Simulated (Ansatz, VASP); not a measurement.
**One calculation of AlN, two programs**

Contents of INCAR:

```
SYSTEM = AlN
ALGO = Normal ; EDIFF = 1E-7
ENCUT = 520 ; ISIF = 2
ISMEAR = 0 ; LASPH = .True.
LCHARG = .False. ; LREAL = .False.
LWAVE = .False. ; NBANDS = 16
NELM = 80 ; PREC = Accurate
SIGMA = 0.05
```

Contents of KPOINTS:

```
k-points
0
Gamma
  8 8 6
  0 0 0
```

The input POSCAR:

```
AlN
1.0
    0.0000000000     -2.0556581276     -2.0556581276
    0.0000000000      2.0556581276     -2.0556581276
    4.1113162551      0.0000000000      0.0000000000
Al N
2 2
Direct
    0.5000000000      0.5000000000      0.0000000000
    0.0000000000      0.0000000000      0.5000000000
    0.5000000000      0.5000000000      0.5000000000
    0.0000000000      1.0000000000      0.0000000000
```

Input for Ansatz:

```yaml
crystal:
  lattice:
    - [0.0, -2.0556581276, -2.0556581276]
    - [0.0, 2.0556581276, -2.0556581276]
    - [4.1113162551, 0.0, 0.0]
  atoms:
    - { symbol: Al, position: [0.5, 0.5, 0.0] }
    - { symbol: Al, position: [0.0, 0.0, 0.5] }
    - { symbol: "N", position: [0.5, 0.5, 0.5] }
    - { symbol: "N", position: [0.0, 1.0, 0.0] }
basis:
  ecutwfc: 520.0
kpoints:
  mp_grid: { grid: [8, 8, 6] }
hamiltonian:
  xc: lda
scf:
  occupations: { method: gaussian, width: 0.05 }
output:
  forces: true
  stress: true
  eigenvalues: true
```

Change from the starting cell: mode 4 frozen in at +0.000 Å, equal normal strain along x, y and z +0.0250.

Alike in both runs: task single point; functional LDA; k mesh 8 × 8 × 6; occupations gaussian, width 0.05 eV; no spin polarisation.

|  | VASP | Ansatz |
| --- | --- | --- |
| version | VASP 6.6.1 | Ansatz 0.2.0 |
| potentials or method | VASP PAW LDA potentials, release 64 (Al, N), cutoff 520 eV | scalar-relativistic, plane waves, PAW |
| valence electrons in the cell | 16 | 16 |

Ansatz gave:

```
gap on the k mesh at the Fermi level (eV) : 4.00
least direct gap on the mesh (eV)         : 4.00
pressure (GPa)                            : -17.7
```

**Question.** What did VASP give for the same quantities?

**Answer.** gap on the k mesh at the Fermi level (eV): 3.99; least direct gap on the mesh (eV): 3.99; pressure (GPa): -17.3.

LDA's correlation is that of Perdew and Zunger in VASP and of Perdew and Wang (1992) in Ansatz.
